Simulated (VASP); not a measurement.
## Gd: single point with PBEsol

The system is Gd.

```
Gd
1.0
     3.61194    0.00000    0.00000
    -1.80597    3.12803    0.00000
     0.00000    0.00000    5.76987
Gd
2
Direct
  0.33333 0.66667 0.25000
  0.66667 0.33333 0.75000
```

- Program: VASP 6.6.1
- Task: single point
- Functional: PBEsol
- Potentials or basis: VASP PAW PBE potentials, release 64 (Gd)
- Cutoff: 520 eV
- k mesh: 13 × 13 × 8
- Occupations: fermi-dirac, width 0.05 eV
- Spin: collinear spin, ferromagnetic start
- Starting moments: [7.339, 7.339] μB

| Property | Result |
| --- | --- |
| Pressure | -1.3 GPa |
| Net moment | 15.28 μB per cell |
| Site moments | Gd +7.00 μB |
| Valence electrons inside the program's atomic spheres | Gd 15.18 |

Levels at points of the mesh, in eV from the Fermi level:
Spin up:
| k point | band 24 | band 25 | band 26 | band 27 | band 28 | band 29 |
| --- | --- | --- | --- | --- | --- | --- |
| (0.00, 0.00, 0.00) | -2.51 | 1.09 | 1.34 | 1.34 | 1.47 | 1.97 |
| (0.00, 0.00, 0.50) | -3.60 | 0.49 | 0.49 | 1.26 | 1.26 | 1.26 |
Spin down:
```
           k point  band 6  band 7  band 8  band 9  band 10  band 11  band 12  band 13  band 14  band 15
(0.00, 0.00, 0.00)  -19.82  -19.82  -19.81   -4.18    -1.48     0.34     0.37     0.42     0.49     0.49
(0.00, 0.00, 0.50)  -19.88  -19.88  -19.88   -2.62    -2.62     0.25     0.25     0.46     0.46     0.47
```

Wall time 41 min on 1 thread of Intel Xeon 8259CL, on a shared host, peak memory 0.41 GiB.

Caveat: the PAW data sets were made with another functional, which shifts forces and pressure a little; spin-orbit coupling is left out, which moves the levels of the heavy elements; semilocal functionals describe open f shells poorly, which spoils levels, moments and volumes. The state reached can hang on the start; a lower one may exist.
